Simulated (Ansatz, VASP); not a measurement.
One calculation of WC, two programs

```
CELL_PARAMETERS angstrom
0.00000 2.19016 2.19016
2.19016 0.00000 2.19016
2.19016 2.19016 0.00000
ATOMIC_POSITIONS crystal
W 0.00000 0.00000 0.00000
C 0.50000 0.50000 0.50000
```

Alike in both runs: functional PBE; k mesh 16 × 16 × 16; occupations fermi-dirac, width 0.08 eV; no spin polarisation.

Ansatz relaxed the structure, and its values are those at the end. VASP's run is a single point on that final structure, the one shown.

|  | VASP | Ansatz |
| --- | --- | --- |
| version | VASP 6.6.1 | Ansatz 0.2.0 |
| potentials or method | VASP PAW PBE potentials, release 64 (W_sv, C) | PAW with Ansatz's default frozen-core files, scalar-relativistic |
| plane-wave cutoff (eV) | 520 | 420 |
| valence electrons in the cell | 18 | 18 |

Ansatz gave:

- pressure (GPa): 0.0

Q: Estimate VASP's values.

A: Pressure (GPa): 0.9.

Neither program's run includes spin-orbit coupling.
